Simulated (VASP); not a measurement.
# CuSn4 (I-43m) in VASP: single point with PBE

Aim: the single point of CuSn4 with PBE.

Everything below comes from runs of VASP 6.6.1. Logs are shortened: lines on timing, memory, paths and dates and some standing lists are left out, and cuts for length are marked.

## Step 1: The cell of the first run

It takes space group I-43m (No. 217, cubic). Conventional cell: a = 6.935 Å, b = 6.935 Å, c = 6.935 Å, α = 90.00°, β = 90.00°, γ = 90.00°. Within 2.0 Å of Cu (site symmetry -43m) lie 4 Sn at 1.52 Å. Within 2.0 Å of Sn (site symmetry 3m) lie 1 Cu at 1.52 Å.

The cell was built from a structure type or drawn by symmetry, and may not be a known phase.

## Step 2: Single point, PBE

File INCAR:

```
  PREC = Accurate
  ENCUT = 520
  EDIFF = 1E-6
  ISMEAR = 0
  SIGMA = 0.1
  LREAL = F
  LASPH = T
  NELM = 100
  ALGO = Fast
  ISIF = 2
  LWAVE = F
  LCHARG = F
  GGA = PE
  NBANDS = 42
```

File KPOINTS:

```
regular mesh
0
Gamma
  4 4 4
```

File POSCAR:

```
CuSn4
1.0
   -3.4673798300      3.4673798300      3.4673798300
    3.4673798300     -3.4673798300      3.4673798300
    3.4673798300      3.4673798300     -3.4673798300
Cu Sn
1 4
Direct
    0.0000000000      0.0000000000      0.0000000000
    0.0000000000      0.0000000000      0.7463128600
    0.7463128600      0.0000000000      0.0000000000
    0.0000000000      0.7463128600      0.0000000000
    0.2536871400      0.2536871400      0.2536871400
```

Potentials or basis: VASP PAW PBE potentials, release 64 (Cu, Sn_d).

On the command line:

```bash
> cat potpaw_PBE.64/Cu/POTCAR potpaw_PBE.64/Sn_d/POTCAR > POTCAR
> mpirun -np 1 vasp_std > vasp.out
```

OUTCAR:

```text
PREC = Accurate
   ENCUT = 520
   EDIFF = 1E-6
   ISMEAR = 0
   LREAL = F
   LASPH = T
   NELM = 100
   ISIF = 2
   GGA = PE

 ion  position               nearest neighbor table
   1  0.000  0.000  0.000-   2 1.52   3 1.52   4 1.52   5 1.52
   2  0.000  0.000  0.746-   1 1.52   5 2.49   3 2.49   4 2.49
   3  0.746  0.000  0.000-   1 1.52   5 2.49   2 2.49   4 2.49
   4  0.000  0.746  0.000-   1 1.52   5 2.49   2 2.49   3 2.49
   5  0.254  0.254  0.254-   1 1.52   2 2.49   4 2.49   3 2.49

 -----------------------------------------------------------------------------
|                                                                             |
|           W    W    AA    RRRRR   N    N  II  N    N   GGGG   !!!           |
|           W    W   A  A   R    R  NN   N  II  NN   N  G    G  !!!           |
|           W    W  A    A  R    R  N N  N  II  N N  N  G       !!!           |
|           W WW W  AAAAAA  RRRRR   N  N N  II  N  N N  G  GGG   !            |
|           WW  WW  A    A  R   R   N   NN  II  N   NN  G    G                |
|           W    W  A    A  R    R  N    N  II  N    N   GGGG   !!!           |
|                                                                             |
|     The distance between some ions is very small. Please check the          |
|     nearest-neighbor list in the OUTCAR file.                               |
|     I HOPE YOU KNOW WHAT YOU ARE DOING!                                     |
|                                                                             |
 -----------------------------------------------------------------------------

  LATTYP: Found a body centered cubic cell.
 ALAT       =     6.9347596600

  Lattice vectors:

 A1 = (  -3.4673798300,   3.4673798300,   3.4673798300)
 A2 = (   3.4673798300,  -3.4673798300,   3.4673798300)
 A3 = (   3.4673798300,   3.4673798300,  -3.4673798300)

Analysis of symmetry for initial positions (statically):
=====================================================================
 Subroutine PRICEL returns:
 Original cell was already a primitive cell.

 Routine SETGRP: Setting up the symmetry group for a
 body centered cubic supercell.

 Subroutine GETGRP returns: Found 24 space group operations
 (whereof 24 operations were pure point group operations)
 out of a pool of 48 trial point group operations.

The static configuration has the point symmetry T_d .

Analysis of symmetry for dynamics (positions and initial velocities):
=====================================================================
 Subroutine PRICEL returns:
 Original cell was already a primitive cell.

 Routine SETGRP: Setting up the symmetry group for a
 body centered cubic supercell.

 Subroutine GETGRP returns: Found 24 space group operations
 (whereof 24 operations were pure point group operations)
 out of a pool of 48 trial point group operations.

The dynamic configuration has the point symmetry T_d .

 Subroutine INISYM returns: Found 24 space group operations
 (whereof 24 operations are pure point group operations),
 and found     1 'primitive' translations

----------------------------------------------------------------------------------------

                                     Primitive cell

  volume of cell :     166.7494

  direct lattice vectors                    reciprocal lattice vectors
    -3.467379830  3.467379830  3.467379830     0.000000000  0.144201104  0.144201104
     3.467379830 -3.467379830  3.467379830     0.144201104  0.000000000  0.144201104
     3.467379830  3.467379830 -3.467379830     0.144201104  0.144201104  0.000000000

  length of vectors
     6.005678035  6.005678035  6.005678035     0.203931157  0.203931157  0.203931157

  position of ions in fractional coordinates (direct lattice)
     0.000000000  0.000000000  0.000000000
     0.000000000  0.000000000  0.746312860
     0.746312860  0.000000000  0.000000000
     0.000000000  0.746312860  0.000000000
     0.253687140  0.253687140  0.253687140

  ion indices of the primitive-cell ions
   primitive index   ion index
                 1           1
                 2           2
                 3           3
                 4           4
                 5           5

----------------------------------------------------------------------------------------

 KPOINTS: regular mesh

Automatic generation of k-mesh.
 Grid dimensions read from file:
 generate k-points for:    4    4    4

 Generating k-lattice:

  Cartesian coordinates                     Fractional coordinates (reciprocal lattice)
     0.000000000  0.036050276  0.036050276     0.250000000  0.000000000  0.000000000
     0.036050276  0.000000000  0.036050276     0.000000000  0.250000000  0.000000000
     0.036050276  0.036050276  0.000000000     0.000000000  0.000000000  0.250000000

  Length of vectors
     0.050982789  0.050982789  0.050982789

  Shift w.r.t. Gamma in fractional coordinates (k-lattice)
     0.000000000  0.000000000  0.000000000

 Subroutine IBZKPT returns following result:
 ===========================================

 Found      8 irreducible k-points:

 Following reciprocal coordinates:
            Coordinates               Weight
  0.000000  0.000000  0.000000      1.000000
  0.250000  0.000000  0.000000     12.000000
  0.500000  0.000000  0.000000      6.000000
  0.250000  0.250000  0.000000     24.000000
  0.250000  0.250000  0.250000      2.000000
 -0.250000  0.250000  0.250000      6.000000
  0.500000  0.500000  0.250000     12.000000
  0.500000  0.500000  0.500000      1.000000
   k-points           NKPTS =      8   k-points in BZ     NKDIM =      8   number of bands    NBANDS=     42
   number of dos      NEDOS =    301   number of ions     NIONS =      5
   total plane-waves  NPLWV = 110592
   dimension x,y,z NGX =    48 NGY =   48 NGZ =   48
   dimension x,y,z NGXF=    96 NGYF=   96 NGZF=   96
   ions per type =               1   4
   NGX,Y,Z   is equivalent  to a cutoff of  13.29, 13.29, 13.29 a.u.
   NGXF,Y,Z  is equivalent  to a cutoff of  26.57, 26.57, 26.57 a.u.
 SYSTEM =  unknown system
   PREC   = accura    normal or accurate (medium, high low for compatibility)
   ISTART =      0    job   : 0-new  1-cont  2-samecut
   ICHARG =      2    charge: 1-file 2-atom 10-const
   ISPIN  =      1    spin polarized calculation?
   LNONCOLLINEAR =      F non collinear calculations
   LSORBIT =      F    spin-orbit coupling
   LASPH  =      T    aspherical Exc in radial PAW
   ENCUT  =  520.0 eV  38.22 Ry    6.18 a.u.  11.17 11.17 11.17*2*pi/ulx,y,z
   NELM   =    100;   NELMIN=  2; NELMDL= -5     # of ELM steps
   EDIFF  = 0.1E-05   stopping-criterion for ELM
   LREAL  =      F    real-space projection
   EDIFFG = 0.1E-04   stopping-criterion for IOM
   NSW    =      0    number of steps for IOM
   IBRION =     -1    ionic relax: 0-MD 1-quasi-New 2-CG
   NFREE  =      0    steps in history (QN), initial steepest desc. (CG)
   ISIF   =      2    stress and relaxation
   ISYM   =      2    0-nonsym 1-usesym 2-fastsym
   POTIM  = 0.5000    time-step for ionic-motion
   TEBEG  =    0.0;   TEEND  =   0.0 temperature during run
   PSTRESS=    0.0 pullay stress
   NELECT =      67.0000    total number of electrons
   NUPDOWN=      -1.0000    fix difference up-down
   EMIN   =  10.00;   EMAX   =-10.00  energy-range for DOS
   EFERMI =   0.00;   METHOD = LEGACY
   ISMEAR =     0;   SIGMA  =   0.10  broadening in eV -4-tet -1-fermi 0-gaus
   EFERMI_NEDOS =   21; number of points for ismear=-14 and -15
   IALGO  =     68    algorithm
   IMIX   =      4    mixing-type and parameters
     AMIX     =   0.40;   BMIX     =  1.00
     AMIX_MAG =   1.60;   BMIX_MAG =  1.00
  volume/ion in A,a.u.               =      33.35       225.06
  Fermi-wavevector in a.u.,A,eV,Ry     =   1.208032  2.282849 19.855536  1.459341
  Thomas-Fermi vector in A             =   2.343652
   LORBIT       =      0    0 simple, 1 ext, 2 COOP (PROOUT), +10 PAW based schemes
   GGA     = PE    functional components
   LHFCALC =     F    Hartree Fock is set to
   AEXX    =    0.0000 exact exchange contribution
   IVDW    =     0    specifies the selected vdW correction
   LEPSILON=     F    determine dielectric tensor
   LRPA    =     F    only Hartree local field effects (RPA)
 non-spin polarized calculation
 RMM-DIIS sequential band-by-band and
 Gauss-broadening in eV      SIGMA  =   0.10
  energy-cutoff  :      520.00
  volume of cell :      166.75
 maximum number of plane-waves:      4537
 NGX is ok and might be reduce to    48
   NGX = 23   NGY = 23   NGZ = 23

 number of electron      67.0000011 magnetization

 Free energy of the ion-electron system (eV)
  ---------------------------------------------------
  ext. energy  EPLUGINS =         0.00000000
  ---------------------------------------------------
  free energy    TOTEN  =        51.71779467 eV

  energy without entropy =       51.76300835  energy(sigma->0) =       51.74040151

 E-fermi :   4.1994     XC(G=0):  -8.2322

 val. band max:        4.1882531780   @ k =   0.2500   0.0000   0.0000
 cond. band min:       4.2358674627   @ k =   0.2500   0.2500   0.0000
 fundamental gap:      0.0476142847
 Fermi energy:         4.1993535402

 k-point     1 :       0.0000    0.0000    0.0000
  band No.  band energies     occupation
      1     -21.4611      2.00000
      2     -21.4611      2.00000
      3     -21.2825      2.00000
      4     -21.2825      2.00000
      5     -21.2825      2.00000
      6     -21.0939      2.00000
[... 34 lines left out ...]
     41      11.3400      0.00000
     42      11.3529      0.00000

 k-point     2 :       0.2500    0.0000    0.0000
  band No.  band energies     occupation
      1     -21.4612      2.00000
      2     -21.4612      2.00000
      3     -21.2830      2.00000
      4     -21.2812      2.00000
      5     -21.2795      2.00000
      6     -21.0956      2.00000
[... 259 lines left out ...]
     41       9.6654      0.00000
     42      10.6938      0.00000

 k-point     8 :       0.5000    0.5000    0.5000
  band No.  band energies     occupation
      1     -21.4616      2.00000
      2     -21.4616      2.00000
      3     -21.2776      2.00000
      4     -21.2776      2.00000
      5     -21.2776      2.00000
      6     -21.1010      2.00000
[... 34 lines left out ...]
     41      10.1231      0.00000
     42      10.3777      0.00000

------------------------ aborting loop because EDIFF is reached ----------------------------------------

  FORCE on cell =-STRESS in cart. coord.  units (eV):
  Direction    XX          YY          ZZ          XY          YZ          ZX
  --------------------------------------------------------------------------------------
  -------------------------------------------------------------------------------------
  Total      114.6831881    114.6831881    114.6831881      0.0000000      0.0000000     -0.0000000
  in kB     1101.9099198   1101.9099198   1101.9099198      0.0000000      0.0000000     -0.0000000
  external PRESSURE =    1101.9099198 kB  Pullay stress =       0.0000000 kB

 VOLUME and BASIS-vectors are now :
 -----------------------------------------------------------------------------
  energy-cutoff  :      520.00
  volume of cell :      166.75
      direct lattice vectors                 reciprocal lattice vectors
    -3.467379830  3.467379830  3.467379830     0.000000000  0.144201104  0.144201104
     3.467379830 -3.467379830  3.467379830     0.144201104  0.000000000  0.144201104
     3.467379830  3.467379830 -3.467379830     0.144201104  0.144201104  0.000000000

 POSITION                                       TOTAL-FORCE (eV/Angst)
 -----------------------------------------------------------------------------------
      0.00000      0.00000      0.00000         0.000000      0.000000      0.000000
      2.58775      2.58775     -2.58775       -33.570302    -33.570302     33.570302
     -2.58775      2.58775      2.58775        33.570302    -33.570302    -33.570302
      2.58775     -2.58775      2.58775       -33.570302     33.570302    -33.570302
      0.87963      0.87963      0.87963        33.570302     33.570302     33.570302
 -----------------------------------------------------------------------------------
    total drift:                               -0.000004     -0.000004     -0.000006

  FREE ENERGIE OF THE ION-ELECTRON SYSTEM (eV)
  ---------------------------------------------------
  free  energy   TOTEN  =        51.7177946739 eV

  energy  without entropy=       51.7630083483  energy(sigma->0) =       51.74040151
```

Wall time 2.6 min (1 thread of AMD EPYC 7R13, shared host); peak memory 0.31 GiB.

Results:

```
Free energy            : 51.7178 eV
Pressure               : 110.2 GPa
Largest force          : 58.145 eV/Å
Band gap on the k mesh : zero (an odd number of electrons rules out a gap without spin polarisation)
```

Forces in eV/Å, atoms in the order of the input:
```
Cu    0.000   0.000   0.000
Sn  -33.570 -33.570  33.570
Sn   33.570 -33.570 -33.570
Sn  -33.570  33.570 -33.570
Sn   33.570  33.570  33.570
```

Levels at points of the mesh, in eV from the Fermi level:
| k point | band 31 | band 32 | band 33 | band 34 | band 35 | band 36 |
| --- | --- | --- | --- | --- | --- | --- |
| (0.00, 0.00, 0.00) | -1.55 | -1.55 | -1.55 | 0.36 | 0.36 | 2.30 |
| (0.50, 0.00, 0.00) | -1.93 | -0.14 | 0.04 | 0.12 | 0.37 | 2.70 |
| (0.50, 0.50, 0.50) | -1.31 | -0.25 | -0.25 | -0.25 | 0.51 | 3.57 |

Caveat: atoms lie so close that the PAW spheres overlap strongly, which falsifies energies and pressures; the cell stands under pressure; spin-orbit coupling is left out, which moves the levels of the heavy elements; forces of over 1 eV/Å act on the atoms, so gaps and moduli don't describe the material at rest.
